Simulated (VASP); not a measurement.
Write the native input for VASP 6.6.1 that does the following.

- Task: single point
- Functional: PBE
- Potentials or basis: VASP PAW PBE potentials, release 64 (Ir, B)
- Cutoff: 520 eV
- k mesh: 4 × 4 × 1
- Occupations: gaussian, width 0.05 eV
- Spin: no spin polarisation
- Dipole correction: no
- Further INCAR settings: ALGO = Normal; EDIFF = 1e-06; NBANDS = 68

The structure of BIr12 lies in POSCAR:

```
BIr12
1.0
    5.4305800000      0.0000000000      0.0000000000
    2.7152900000      4.7030200000      0.0000000000
    0.0000000000      0.0000000000     15.4340500000
Ir B
12 1
Direct
    0.1666666312      0.1666667375      0.0647918077
    0.6666666312      0.1666667375      0.0647918077
    0.1666666312      0.6666667375      0.0647918077
    0.6666666312      0.6666667375      0.0647918077
   -0.1582714045      0.3283235028      0.2090517395
    0.3371303270      0.3314414993      0.2067754737
   -0.1583267223      0.8300770569      0.2092123584
    0.3423255308      0.8287957525      0.2046804954
    0.0263175566     -0.0131222066      0.3557295072
    0.5297018555     -0.0022370732      0.3545325433
    0.0194154135      0.4902401010      0.3487351019
    0.5298641316      0.4723114084      0.3545011841
    0.4066297642      0.7964952307      0.4354403413
```

These files were run (other wordings do the same):

INCAR

```
PREC = Accurate
ENCUT = 520
EDIFF = 1E-6
ISMEAR = 0
SIGMA = 0.05
LREAL = False
LASPH = True
NELM = 100
ALGO = Normal
ISIF = 2
LWAVE = False
LCHARG = True
GGA = PE
LELF = True
LVHAR = True
NBANDS = 68
```

KPOINTS

```
regular mesh
0
Gamma
  4 4 1
```

Potentials or basis: VASP PAW PBE potentials, release 64 (Ir, B).

Run with:

```console
$ cat potpaw_PBE.64/Ir/POTCAR potpaw_PBE.64/B/POTCAR > POTCAR
$ mpirun -np 1 vasp_std > vasp.out
```

Results of the run:

```
Largest force          : 0.797 eV/Å
Band gap on the k mesh : zero (an odd number of electrons rules out a gap without spin polarisation)
```

Caveat: spin-orbit coupling is left out, which moves the levels of the heavy elements.

Wall time 22 min on 1 thread of Intel(R) Xeon(R) Platinum 8175M CPU @ 2.50GHz (Skylake/Cascade Lake), with other jobs on the host, peak memory 0.57 GiB.
